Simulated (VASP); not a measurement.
# Hg2Se (R-3m) in VASP: a series of runs, part 2 of 2

VASP 6.6.1. The steps go on from the part before.

### 3 Single point, PBE

This run uses another cell than the first one, of 26.46 Å³/atom.

The input, INCAR:

```
ALGO = Normal
EDIFF = 1E-6
ENCUT = 520
GGA = PE
ISIF = 2
ISMEAR = 0
LASPH = True
LCHARG = False
LREAL = False
LWAVE = False
NBANDS = 22
NELM = 100
PREC = Accurate
SIGMA = 0.1
```

The input, KPOINTS:

```
k-points
0
Gamma
  6 6 6
```

The input, POSCAR:

```
Hg2Se
1.0
    2.1086744033      1.2174437344      5.1535861123
   -2.1086744033      1.2174437344      5.1535861123
    0.0000000000     -2.4348874688      5.1535861123
Hg Se
2 1
Direct
    0.7718483369      0.7718483369      0.7718483369
    0.2281516631      0.2281516631      0.2281516631
    0.0000000000      0.0000000000      0.0000000000
```

Potentials or basis: VASP PAW PBE potentials, release 64 (Hg, Se).

Command:

```sh
cat potpaw_PBE.64/Hg/POTCAR potpaw_PBE.64/Se/POTCAR > POTCAR
mpirun -np 1 vasp_std > vasp.out
```

OUTCAR:

```text
EDIFF = 1E-6
   ENCUT = 520
   GGA = PE
   ISIF = 2
   ISMEAR = 0
   LASPH = True
   LREAL = False
   NELM = 100
   PREC = Accurate

 ion  position               nearest neighbor table
   1  0.772  0.772  0.772-   3 2.93   3 2.93   3 2.93   2 3.09   2 3.09   2 3.09
   2  0.228  0.228  0.228-   3 2.93   3 2.93   3 2.93   1 3.09   1 3.09   1 3.09
   3  0.000  0.000  0.000-   1 2.93   1 2.93   2 2.93   2 2.93   1 2.93   2 2.93

  LATTYP: Found a trigonal (rhomboedric) cell.
 ALAT       =     5.6998356821
 COS(alpha) =     0.7262687525

  Lattice vectors:

 A1 = (   2.1086744033,   1.2174437344,   5.1535861123)
 A2 = (  -2.1086744033,   1.2174437344,   5.1535861123)
 A3 = (   0.0000000000,  -2.4348874688,   5.1535861123)

Analysis of symmetry for initial positions (statically):
=====================================================================
 Subroutine PRICEL returns:
 Original cell was already a primitive cell.

 Routine SETGRP: Setting up the symmetry group for a
[... 165 lines left out ...]
  ---------------------------------------------------
  free energy    TOTEN  =        -3.73381482 eV

  energy without entropy =       -3.72763674  energy(sigma->0) =       -3.73072578

 E-fermi :   2.0521     XC(G=0):  -9.7852

 val. band max:        1.9633396241   @ k =  -0.1667   0.5000   0.1667
 cond. band min:       2.0816922377   @ k =  -0.3333  -0.3333   0.1667
 fundamental gap:      0.1183526136
 Fermi energy:         2.0520737758

 k-point     1 :       0.0000    0.0000    0.0000
  band No.  band energies     occupation
      1     -11.0438      2.00000
      2      -5.0058      2.00000
      3      -4.8890      2.00000
      4      -4.8890      2.00000
      5      -4.8594      2.00000
      6      -4.8594      2.00000
[... 589 lines left out ...]
     21      10.9118      0.00000
     22      11.6912      0.00000

 [... further k-points ...]

------------------------ aborting loop because EDIFF is reached ----------------------------------------

  FORCE on cell =-STRESS in cart. coord.  units (eV):
  Direction    XX          YY          ZZ          XY          YZ          ZX
  --------------------------------------------------------------------------------------
  -------------------------------------------------------------------------------------
  Total        0.0875199      0.0875199     -0.0014710      0.0000000     -0.0000000      0.0000000
  in kB        1.7664362      1.7664362     -0.0296888      0.0000000     -0.0000000      0.0000000
  external PRESSURE =       1.1677278 kB  Pullay stress =       0.0000000 kB

 VOLUME and BASIS-vectors are now :
 -----------------------------------------------------------------------------
  energy-cutoff  :      520.00
  volume of cell :       79.38
      direct lattice vectors                 reciprocal lattice vectors
     2.108674403  1.217443734  5.153586112     0.237115791  0.136898866  0.064679880
    -2.108674403  1.217443734  5.153586112    -0.237115791  0.136898866  0.064679880
     0.000000000 -2.434887469  5.153586112     0.000000000 -0.273797732  0.064679880

 POSITION                                       TOTAL-FORCE (eV/Angst)
 -----------------------------------------------------------------------------------
      0.00000      0.00000     11.93336         0.000000     -0.000000     -0.016230
      0.00000      0.00000      3.52740         0.000000      0.000000      0.016230
      0.00000      0.00000      0.00000         0.000000      0.000000      0.000000
 -----------------------------------------------------------------------------------
    total drift:                               -0.000000     -0.000000      0.000000

  FREE ENERGIE OF THE ION-ELECTRON SYSTEM (eV)
  ---------------------------------------------------
  free  energy   TOTEN  =        -3.7338148218 eV

  energy  without entropy=       -3.7276367394  energy(sigma->0) =       -3.73072578
```

OSZICAR:

```text
N       E                     dE             d eps       ncg     rms          rms(c)
DAV:   1     0.206834731376E+03    0.20683E+03   -0.14427E+04  1408   0.126E+03
DAV:   2     0.370139105274E+01   -0.20313E+03   -0.19203E+03  1528   0.310E+02
DAV:   3    -0.408133333813E+01   -0.77827E+01   -0.77011E+01  1680   0.602E+01
DAV:   4    -0.412528209645E+01   -0.43949E-01   -0.43818E-01  1492   0.423E+00
DAV:   5    -0.412542425997E+01   -0.14216E-03   -0.14216E-03  1684   0.238E-01    0.605E+00
DAV:   6    -0.373295459564E+01    0.39247E+00   -0.95137E-01  1786   0.924E+00    0.497E+00
DAV:   7    -0.373603962494E+01   -0.30850E-02   -0.14698E-01  1468   0.210E+00    0.263E+00
DAV:   8    -0.373430825883E+01    0.17314E-02   -0.13606E-02  1560   0.108E+00    0.144E-01
DAV:   9    -0.373374201408E+01    0.56624E-03   -0.31218E-03  1694   0.501E-01    0.473E-02
DAV:  10    -0.373380533680E+01   -0.63323E-04   -0.26268E-04  1480   0.124E-01    0.246E-02
DAV:  11    -0.373381494306E+01   -0.96063E-05   -0.17474E-05  1668   0.285E-02    0.405E-03
DAV:  12    -0.373381482177E+01    0.12129E-06   -0.91121E-07   926   0.611E-03
   1 F= -.37338148E+01 E0= -.37307258E+01  d E =-.617808E-02
```

Wall time 39 s (1 thread of AMD EPYC 9R45 (Zen 5), shared host); peak memory 0.24 GiB.

What came out:

| Item | Value |
| --- | --- |
| Free energy | -3.7338 eV |
| Pressure | 0.1 GPa |
| Largest force | 0.016 eV/Å |
| Band gap on the k mesh | zero (bands 15 and 16 overlap by 1.09 eV) |

Forces on the atoms (eV/Å):
```
Hg   0.000  0.000 -0.016
Hg   0.000  0.000  0.016
Se   0.000  0.000  0.000
```

Levels at points of the mesh, in eV from the Fermi level:
```csv
k point,band 12,band 13,band 14,band 15,band 16,band 17,band 18,band 19
"(0.00, 0.00, 0.00)",-4.89,-3.25,-0.69,-0.69,2.62,2.93,4.83,4.83
"(0.50, 0.00, 0.00)",-5.18,-3.03,-2.45,-1.14,1.85,3.52,3.66,4.71
"(0.50, 0.50, 0.00)",-4.59,-3.00,-2.03,-1.86,1.07,1.60,6.09,7.22
"(0.50, 0.50, 0.50)",-5.83,-0.81,-0.81,-0.65,0.55,6.22,6.22,7.03
```

Caveat: spin-orbit coupling is left out, which moves the levels of the heavy elements.
